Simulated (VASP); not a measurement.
# I2 in VASP: single point with PBE+D3(BJ)

Aim: the single point of I2 with PBE+D3(BJ).

Everything below comes from runs of VASP 6.6.1. Logs are shortened: lines on timing, memory, paths and dates and some standing lists are left out, and cuts for length are marked.

## Step 1: The cell of the first run

The cell holds a molecule in a box, 2 atoms: a = 6.069 Å, b = 6.069 Å, c = 24.437 Å, α = 90.00°, β = 90.00°, γ = 90.00°.

## Step 2: Single point, PBE+D3(BJ)

INCAR reads:

```
PREC = Accurate
ENCUT = 520
EDIFF = 1E-7
ISMEAR = 0
SIGMA = 0.1
LREAL = False
LASPH = True
NELM = 80
ALGO = Normal
ISIF = 2
LWAVE = False
LCHARG = False
LDIPOL = True
IDIPOL = 3
DIPOL = 0.5 0.5 0.711
GGA = PE
IVDW = 12
NBANDS = 14
```

KPOINTS reads:

```
Automatic mesh
0
Gamma
  3 3 1
```

POSCAR reads:

```
I
1.0
    6.0686302234      0.0000000000      0.0000000000
    0.0000000000      6.0686302234      0.0000000000
    0.0000000000      0.0000000000     24.4367543752
I
2
Direct
   -0.0002416687      0.4532355653      0.7114673825
    0.4997071984      0.5408652226      0.7115202465
```

Potentials or basis: VASP PAW PBE potentials, release 64 (I).

On the command line:

```bash
$ cat potpaw_PBE.64/I/POTCAR > POTCAR
$ mpirun -np 1 vasp_std > vasp.out
```

OUTCAR:

```text
PREC = Accurate
   ENCUT = 520
   EDIFF = 1E-7
   ISMEAR = 0
   LREAL = False
   LASPH = True
   NELM = 80
   ISIF = 2
   GGA = PE
   IVDW = 12
 IVDW          = 12

 ion  position               nearest neighbor table
   1  1.000  0.453  0.711-   2 3.08   2 3.08
   2  0.500  0.541  0.712-   1 3.08   1 3.08

  LATTYP: Found a simple tetragonal cell.
 ALAT       =     6.0686302234
 C/A-ratio  =     4.0267331302

  Lattice vectors:

 A1 = (   6.0686302234,   0.0000000000,   0.0000000000)
 A2 = (   0.0000000000,   6.0686302234,   0.0000000000)
 A3 = (   0.0000000000,   0.0000000000,  24.4367543752)

Analysis of symmetry for initial positions (statically):
=====================================================================
 Subroutine PRICEL returns:
 Original cell was already a primitive cell.

 Routine SETGRP: Setting up the symmetry group for a
 simple tetragonal supercell.

 Subroutine GETGRP returns: Found  2 space group operations
 (whereof  1 operations were pure point group operations)
 out of a pool of 16 trial point group operations.

The static configuration has the point symmetry C_1 .
 The point group associated with its full space group is S_2 .

Analysis of symmetry for dynamics (positions and initial velocities):
=====================================================================
 Subroutine PRICEL returns:
 Original cell was already a primitive cell.

 Routine SETGRP: Setting up the symmetry group for a
 simple tetragonal supercell.

 Subroutine GETGRP returns: Found  2 space group operations
 (whereof  1 operations were pure point group operations)
 out of a pool of 16 trial point group operations.

The dynamic configuration has the point symmetry C_1 .
 The point group associated with its full space group is S_2 .

 Subroutine INISYM returns: Found  2 space group operations
 (whereof  1 operations are pure point group operations),
 and found     1 'primitive' translations

----------------------------------------------------------------------------------------

                                     Primitive cell

  volume of cell :     899.9635

  direct lattice vectors                    reciprocal lattice vectors
     6.068630223  0.000000000  0.000000000     0.164781831  0.000000000  0.000000000
     0.000000000  6.068630223  0.000000000     0.000000000  0.164781831  0.000000000
     0.000000000  0.000000000 24.436754375     0.000000000  0.000000000  0.040921965

  length of vectors
     6.068630223  6.068630223 24.436754375     0.164781831  0.164781831  0.040921965

  position of ions in fractional coordinates (direct lattice)
     0.999758331  0.453235565  0.711467382
     0.499707198  0.540865223  0.711520247

  ion indices of the primitive-cell ions
   primitive index   ion index
                 1           1
                 2           2

----------------------------------------------------------------------------------------

 KPOINTS: Automatic mesh

Automatic generation of k-mesh.
 Grid dimensions read from file:
 generate k-points for:    3    3    1

 Generating k-lattice:

  Cartesian coordinates                     Fractional coordinates (reciprocal lattice)
     0.054927277  0.000000000  0.000000000     0.333333333  0.000000000  0.000000000
     0.000000000  0.054927277  0.000000000     0.000000000  0.333333333  0.000000000
     0.000000000  0.000000000  0.040921965     0.000000000  0.000000000  1.000000000

  Length of vectors
     0.054927277  0.054927277  0.040921965

  Shift w.r.t. Gamma in fractional coordinates (k-lattice)
     0.000000000  0.000000000  0.000000000

 Subroutine IBZKPT returns following result:
 ===========================================

 Found      5 irreducible k-points:

 Following reciprocal coordinates:
            Coordinates               Weight
  0.000000  0.000000  0.000000      1.000000
  0.333333  0.000000  0.000000      2.000000
  0.000000  0.333333  0.000000      2.000000
  0.333333  0.333333  0.000000      2.000000
 -0.333333  0.333333  0.000000      2.000000
   k-points           NKPTS =      5   k-points in BZ     NKDIM =      5   number of bands    NBANDS=     14
   number of dos      NEDOS =    301   number of ions     NIONS =      2
   total plane-waves  NPLWV = 442368
   dimension x,y,z NGX =    48 NGY =   48 NGZ =  192
   dimension x,y,z NGXF=    96 NGYF=   96 NGZF=  384
   ions per type =               2
   NGX,Y,Z   is equivalent  to a cutoff of  13.15, 13.15, 13.06 a.u.
   NGXF,Y,Z  is equivalent  to a cutoff of  26.30, 26.30, 26.12 a.u.
 SYSTEM =  unknown system
   PREC   = accura    normal or accurate (medium, high low for compatibility)
   ISTART =      0    job   : 0-new  1-cont  2-samecut
   ICHARG =      2    charge: 1-file 2-atom 10-const
   ISPIN  =      1    spin polarized calculation?
   LNONCOLLINEAR =      F non collinear calculations
   LSORBIT =      F    spin-orbit coupling
   LASPH  =      T    aspherical Exc in radial PAW
   ENCUT  =  520.0 eV  38.22 Ry    6.18 a.u.  11.28 11.28 45.44*2*pi/ulx,y,z
   NELM   =     80;   NELMIN=  2; NELMDL= -5     # of ELM steps
   EDIFF  = 0.1E-06   stopping-criterion for ELM
   LREAL  =      F    real-space projection
   EDIFFG = 0.1E-05   stopping-criterion for IOM
   NSW    =      0    number of steps for IOM
   IBRION =     -1    ionic relax: 0-MD 1-quasi-New 2-CG
   NFREE  =      0    steps in history (QN), initial steepest desc. (CG)
   ISIF   =      2    stress and relaxation
   ISYM   =      2    0-nonsym 1-usesym 2-fastsym
   POTIM  = 0.5000    time-step for ionic-motion
   TEBEG  =    0.0;   TEEND  =   0.0 temperature during run
   PSTRESS=    0.0 pullay stress
   NELECT =      14.0000    total number of electrons
   NUPDOWN=      -1.0000    fix difference up-down
   EMIN   =  10.00;   EMAX   =-10.00  energy-range for DOS
   EFERMI =   0.00;   METHOD = LEGACY
   ISMEAR =     0;   SIGMA  =   0.10  broadening in eV -4-tet -1-fermi 0-gaus
   EFERMI_NEDOS =   21; number of points for ismear=-14 and -15
   IALGO  =     38    algorithm
   IMIX   =      4    mixing-type and parameters
     AMIX     =   0.40;   BMIX     =  1.00
     AMIX_MAG =   1.60;   BMIX_MAG =  1.00
  volume/ion in A,a.u.               =     449.98      3036.63
  Fermi-wavevector in a.u.,A,eV,Ry     =   0.408673  0.772280  2.272358  0.167014
  Thomas-Fermi vector in A             =   1.363144
   LORBIT       =      0    0 simple, 1 ext, 2 COOP (PROOUT), +10 PAW based schemes
   GGA     = PE    functional components
   LHFCALC =     F    Hartree Fock is set to
   AEXX    =    0.0000 exact exchange contribution
   IVDW    =    12    specifies the selected vdW correction
   LEPSILON=     F    determine dielectric tensor
   LRPA    =     F    only Hartree local field effects (RPA)
 non-spin polarized calculation
 Gauss-broadening in eV      SIGMA  =   0.10
  energy-cutoff  :      520.00
  volume of cell :      899.96
 maximum number of plane-waves:     24256
 NGX is ok and might be reduce to    48
   NGX = 23   NGY = 23   NGZ = 91

 number of electron      14.0000001 magnetization

 dipolmoment           0.000000      0.000000     -0.000000 electrons x Angstroem

 Free energy of the ion-electron system (eV)
  ---------------------------------------------------
  ext. energy  EPLUGINS =         0.00000000
  ---------------------------------------------------
  free energy    TOTEN  =        -2.85378003 eV

  energy without entropy =       -2.85378003  energy(sigma->0) =       -2.85378003

 E-fermi :  -5.2244     XC(G=0):  -1.2151

 val. band max:       -5.6250211471   @ k =   0.0000   0.3333   0.0000
 cond. band min:      -4.8165997939   @ k =   0.3333   0.0000   0.0000
 fundamental gap:      0.8084213532
 Fermi energy:        -5.2243883898

 k-point     1 :       0.0000    0.0000    0.0000
  band No.  band energies     occupation
      1     -18.0027      2.00000
      2     -16.1521      2.00000
      3      -9.8237      2.00000
      4      -7.2873      2.00000
      5      -7.2158      2.00000
      6      -5.8487      2.00000
      7      -5.6276      2.00000
      8      -3.0452      0.00000
      9      -0.5624      0.00000
     10       0.6048      0.00000
     11       0.7783      0.00000
     12       1.0539      0.00000
     13       1.3613      0.00000
     14       1.4636      0.00000

 k-point     2 :       0.3333    0.0000    0.0000
  band No.  band energies     occupation
      1     -17.6569      2.00000
      2     -16.7743      2.00000
      3      -8.4889      2.00000
      4      -6.9588      2.00000
      5      -6.7596      2.00000
      6      -6.5410      2.00000
      7      -6.1544      2.00000
      8      -4.8166      0.00000
      9      -0.1716      0.00000
     10       1.0308      0.00000
     11       1.0709      0.00000
     12       1.1750      0.00000
     13       1.4616      0.00000
     14       1.9000      0.00000

 k-point     3 :       0.0000    0.3333    0.0000
  band No.  band energies     occupation
      1     -18.0003      2.00000
      2     -16.1512      2.00000
      3      -9.8190      2.00000
      4      -7.3158      2.00000
      5      -7.2756      2.00000
      6      -5.8800      2.00000
      7      -5.6250      2.00000
      8      -3.0684      0.00000
      9       0.1407      0.00000
     10       0.7268      0.00000
     11       1.2738      0.00000
     12       1.3959      0.00000
     13       1.4486      0.00000
     14       1.5214      0.00000

 k-point     4 :       0.3333    0.3333    0.0000
  band No.  band energies     occupation
      1     -17.6547      2.00000
      2     -16.7727      2.00000
      3      -8.4964      2.00000
      4      -6.9480      2.00000
      5      -6.8386      2.00000
      6      -6.5984      2.00000
      7      -6.1476      2.00000
      8      -4.8131      0.00000
      9       0.5384      0.00000
     10       1.1047      0.00000
     11       1.4972      0.00000
     12       1.6853      0.00000
     13       1.8282      0.00000
     14       1.8550      0.00000

 k-point     5 :      -0.3333    0.3333    0.0000
  band No.  band energies     occupation
      1     -17.6547      2.00000
      2     -16.7727      2.00000
      3      -8.4965      2.00000
      4      -6.9480      2.00000
      5      -6.8386      2.00000
      6      -6.5984      2.00000
      7      -6.1476      2.00000
      8      -4.8131      0.00000
      9       0.5385      0.00000
     10       1.1046      0.00000
     11       1.4972      0.00000
     12       1.6851      0.00000
     13       1.8282      0.00000
     14       1.8552      0.00000

------------------------ aborting loop because EDIFF is reached ----------------------------------------

 vacuum level on the upper side and lower side of the slab       (xc-potential included)        -0.067        -0.068

 Edisp (eV)   -0.13440

 E8    (eV) :    -0.0611

  FORCE on cell =-STRESS in cart. coord.  units (eV):
  Direction    XX          YY          ZZ          XY          YZ          ZX
  --------------------------------------------------------------------------------------
  -------------------------------------------------------------------------------------
  Total      -5.01047    -0.00449    -0.00227    -0.00016     0.00043    -0.00001
  in kB      -8.91999    -0.00799    -0.00405    -0.00028     0.00076    -0.00001
  external pressure =       -2.98 kB  Pullay stress =        0.00 kB

 VOLUME and BASIS-vectors are now :
 -----------------------------------------------------------------------------
  energy-cutoff  :      520.00
  volume of cell :      899.96
      direct lattice vectors                 reciprocal lattice vectors
     6.068630223  0.000000000  0.000000000     0.164781831  0.000000000  0.000000000
     0.000000000  6.068630223  0.000000000     0.000000000  0.164781831  0.000000000
     0.000000000  0.000000000 24.436754375     0.000000000  0.000000000  0.040921965

 POSITION                                       TOTAL-FORCE (eV/Angst)
 -----------------------------------------------------------------------------------
      6.06716      2.75052     17.38595         0.000299     -0.348799     -0.000847
      3.03254      3.28231     17.38725        -0.000299      0.348799      0.000847
 -----------------------------------------------------------------------------------
    total drift:                               -0.000001     -0.000001      0.000004

  FREE ENERGIE OF THE ION-ELECTRON SYSTEM (eV)
  ---------------------------------------------------
  free  energy   TOTEN  =        -2.9881809984 eV

  energy  without entropy=       -2.9881809946  energy(sigma->0) =       -2.98818100

 vacuum level on the upper side and lower side of the slab         0.772         0.772
```

Run time: 2.3 min. Hardware: 1 thread of Intel Xeon Platinum 8488C (Sapphire Rapids), shared host; peak memory 0.81 GiB.

What came out:

```yaml
Free_energy: -2.9882 eV
Largest_force: 0.349 eV/Å
Gap_between_the_frontier_levels: 0.81 eV, indirect (least direct gap 1.33 eV)
Dispersion_energy_per_atom: -0.067 eV
```

Forces in eV/Å, atoms in the order of the input:
```
I    0.000 -0.349 -0.001
I    0.000  0.349  0.001
```

Levels at points of the mesh, in eV from the valence-band top:
| k point | band 5 | band 6 | band 7 | band 8 | band 9 | band 10 |
| --- | --- | --- | --- | --- | --- | --- |
| (0.00, 0.00, 0.00) | -1.59 | -0.22 | 0.00 | 2.58 | 5.06 | 6.23 |

Caveat: spin-orbit coupling is left out, which moves the levels of the heavy elements.
